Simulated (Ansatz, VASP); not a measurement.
**NbRu3: VASP beside Ansatz**

Contents of INCAR:

```
  PREC = Accurate
  ENCUT = 520
  EDIFF = 1E-6
  ISMEAR = -1
  SIGMA = 0.05
  LREAL = False
  LASPH = True
  NELM = 80
  ALGO = Normal
  ISIF = 2
  LWAVE = False
  LCHARG = False
  GGA = CA
  NBANDS = 36
```

The input KPOINTS:

```
regular mesh
0
Gamma
  9 9 9
```

POSCAR

```
NbRu3
1.0
    3.9056961131      0.0000000000      0.0000000000
    0.0000000000      3.9056961131      0.0000000000
    0.0000000000      0.0000000000      3.9056961131
Nb Ru
1 3
Direct
    0.0000000000      0.0000000000      0.0000000000
    0.0000000000      0.5000000000      0.5000000000
    0.5000000000      0.0000000000      0.5000000000
    0.5000000000      0.5000000000      0.0000000000
```

Input for Ansatz:

```yaml
crystal:
  lattice:
    - [3.9056961131, 0.0, 0.0]
    - [0.0, 3.9056961131, 0.0]
    - [0.0, 0.0, 3.9056961131]
  atoms:
    - { symbol: Nb, position: [0.0, 0.0, 0.0] }
    - { symbol: Ru, position: [0.0, 0.5, 0.5] }
    - { symbol: Ru, position: [0.5, 0.0, 0.5] }
    - { symbol: Ru, position: [0.5, 0.5, 0.0] }
kpoints:
  mp_grid: { grid: [9, 9, 9] }
  band_path:
    path:
      - [0.0, 0.0, 0.0]
      - [0.0, 0.5, 0.0]
      - [0.5, 0.5, 0.0]
      - [0.0, 0.0, 0.0]
      - [0.5, 0.5, 0.5]
      - [0.0, 0.5, 0.0]
      - [0.5, 0.5, 0.5]
      - [0.5, 0.5, 0.0]
    npoints: 5
scf:
  occupations: { method: fermi_dirac, width: 0.05 }
hamiltonian:
  xc: lda
  pseudopotentials: { kind: all_electron, lapw: { basis_error: 0.001 } }
output:
  forces: true
  stress: true
  eigenvalues: true
```

Change from the starting cell: volume scaled by 1.02.

Alike in both runs: task single point; functional LDA; k mesh 9 × 9 × 9; occupations fermi-dirac, width 0.05 eV; no spin polarisation.

|  | VASP | Ansatz |
| --- | --- | --- |
| version | VASP 6.6.1 | Ansatz 0.2.0 |
| potentials or method | VASP PAW LDA potentials, release 64 (Nb_sv, Ru_pv), cutoff 520 eV | all-electron LAPW, scalar-relativistic |

Ansatz gave:

* pressure (GPa): -16.3

**Question.** What did VASP give for the same quantities?

**Answer.** Pressure (GPa): -15.9.

LDA's correlation is that of Perdew and Zunger in VASP and of Perdew and Wang (1992) in Ansatz. Ansatz ran all-electron here, and VASP with PAW potentials.
